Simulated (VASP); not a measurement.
## Si4O7 (a cell with a defect): single point with PBE

The system is Si4O7 (a cell with a defect).

```
Si O
1.0
     0.00000    4.23580   -2.68994
     0.00000   -4.23580   -2.68994
    -4.23580    0.00000    2.68994
Si O
4 7
Direct
  0.25000 0.75000 0.50000
  0.75000 0.25000 0.50000
  0.00000 0.00000 0.00000
  0.50000 0.50000 0.00000
  0.00000 0.30698 0.30698
  0.55698 0.75000 0.80698
  0.05698 0.25000 0.80698
  0.00000 0.69302 0.69302
  0.45827 0.09651 0.55477
  0.94302 0.75000 0.19302
  0.44302 0.25000 0.19302
```

This cell differs from its parent crystal: atoms taken out, atom 9 moved 0.250 of the way to it and -0.250 Å across, host rigid.

* Program: VASP 6.6.1
* Task: single point
* Functional: PBE
* Potentials or basis: VASP PAW PBE potentials, release 64 (Si, O)
* Cutoff: 520 eV
* k mesh: 6 × 6 × 6
* Occupations: gaussian, width 0.05 eV
* Spin: no spin polarisation

```yaml
Pressure: 17.8 GPa
Largest_force: 10.475 eV/Å
Band_gap_on_the_k_mesh: 0.99 eV
```

Forces in eV/Å, atoms in the order of the input:
```
Si   3.076  4.389  6.616
Si   3.076  4.389 -6.616
Si  -0.333 -0.026  0.000
Si  -3.375 -3.097  0.000
O    0.174  0.161  0.000
O    1.032 -0.040 -0.546
O    1.032 -0.040  0.546
O   -0.116 -0.093  0.000
O   -8.287 -6.408  0.000
O    1.861  0.383  1.106
O    1.861  0.383 -1.106
```

Stress tensor (GPa, compression positive):
```
 7.56 -1.22  0.00
-1.22  9.07  0.00
 0.00  0.00 36.75
```

Levels at points of the mesh, in eV from the valence-band top:
| k point | band 25 | band 26 | band 27 | band 28 | band 29 | band 30 | band 31 | band 32 | band 33 | band 34 |
| --- | --- | --- | --- | --- | --- | --- | --- | --- | --- | --- |
| (0.00, 0.00, 0.00) | -5.43 | -4.94 | -4.54 | -3.97 | -2.26 | 1.25 | 2.68 | 3.06 | 3.42 | 5.00 |
| (0.50, 0.00, 0.00) | -5.76 | -5.45 | -5.07 | -4.41 | -0.31 | 1.79 | 2.13 | 3.97 | 4.21 | 5.00 |
| (0.50, 0.00, 0.50) | -5.85 | -5.21 | -4.64 | -4.50 | -0.34 | 1.18 | 1.99 | 3.98 | 4.89 | 5.38 |
| (0.50, 0.50, 0.00) | -5.77 | -5.20 | -4.95 | -4.92 | -0.88 | 1.22 | 3.87 | 3.92 | 4.38 | 4.83 |
| (0.00, 0.00, 0.50) | -5.82 | -5.19 | -5.09 | -4.85 | -0.69 | 1.25 | 3.38 | 3.74 | 4.47 | 4.50 |
| (0.50, 0.50, 0.50) | -6.00 | -5.95 | -5.73 | -5.40 | -0.05 | 1.59 | 2.61 | 3.09 | 4.43 | 4.87 |

It took 3.9 min on 1 thread of Intel(R) Xeon(R) Platinum 8488C (Sapphire Rapids), on a shared host, peak memory 0.33 GiB.

Caveat: the cell differs from its parent crystal (atoms taken out, atom 9 moved 0.250 of the way to it and -0.250 Å across, host rigid).
